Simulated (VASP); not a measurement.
A run of VASP 6.6.1:

Contents of INCAR:

```
PREC = Accurate
ENCUT = 520
EDIFF = 1E-7
ISMEAR = -1
SIGMA = 0.05
LREAL = False
LASPH = True
NELM = 100
ALGO = Normal
ISIF = 2
LWAVE = False
LCHARG = True
GGA = PE
LELF = True
LVHAR = True
NBANDS = 24
```

The input KPOINTS:

```
regular mesh
0
Gamma
  9 9 12
```

Contents of POSCAR:

```
Ta
1.0
    4.7240293275      0.0000000000      0.0000000000
   -2.3620146637      4.0911294058      0.0000000000
    0.0000000000      0.0000000000      2.6623616401
Ta
3
Direct
    0.0000000000      0.0000000000      0.0000000000
    0.3333333333      0.6666666667      0.5000000000
    0.6666666667      0.3333333333      0.5000000000
```

Potentials or basis: VASP PAW PBE potentials, release 64 (Ta_pv).

Launch:

```bash
$ cat potpaw_PBE.64/Ta_pv/POTCAR > POTCAR
$ mpirun -np 1 vasp_std > vasp.out
```

Hardware: 1 thread of Intel Xeon 8259CL, on a shared host.

Problem. How long does it take, and how much memory?

Solution. Wall time 2.3 min on 1 thread of Intel Xeon 8259CL, with other jobs on the host, peak memory 0.22 GiB. Counts: scf iterations 14, k points 84.
